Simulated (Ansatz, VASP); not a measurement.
TaCS: VASP beside Ansatz

```
Ta C S
1.0
     3.31285    0.00000    0.00000
    -1.65642    2.86901    0.00000
     0.00000    0.00000   29.76392
Ta C S
1 1 1
Direct
  0.00000 0.00000 0.27324
  0.33333 0.66667 0.24681
  0.66667 0.33333 0.33280
```

Alike in both runs: functional PBE; k mesh 6 × 6 × 1; occupations gaussian, width 0.1 eV; no spin polarisation.

Ansatz relaxed the structure, and its values are those at the end. VASP's run is a single point on that final structure, the one shown.

|  | VASP | Ansatz |
| --- | --- | --- |
| version | VASP 6.6.1 | Ansatz 0.2.0 |
| potentials or method | VASP PAW PBE potentials, release 64 (Ta_pv, C, S), cutoff 520 eV | scalar-relativistic, plane waves, PAW |
| valence electrons in the cell | 21 | 23 |

Ansatz gave:

| Property | Result |
| --- | --- |
| gap on the k mesh at the Fermi level (eV) | none |
| rms of the force components (eV/Å) | 0.000 |

Problem. Estimate VASP's values.

Solution. gap on the k mesh at the Fermi level (eV): none; rms of the force components (eV/Å): 0.022.

A gap of «none» marks a metal or a gap that the smearing closes. The functional is the same, so the differences come from potentials, cutoffs and numerics. VASP's potentials hold 21 valence electrons a cell and Ansatz's 23, so a difference there can come from the potentials and not from the codes. Ansatz's warnings: slab cell height set, structure snapped to symmetry.

The k mesh is coarse, so the values compare programs but aren't converged. Neither program's run includes spin-orbit coupling.
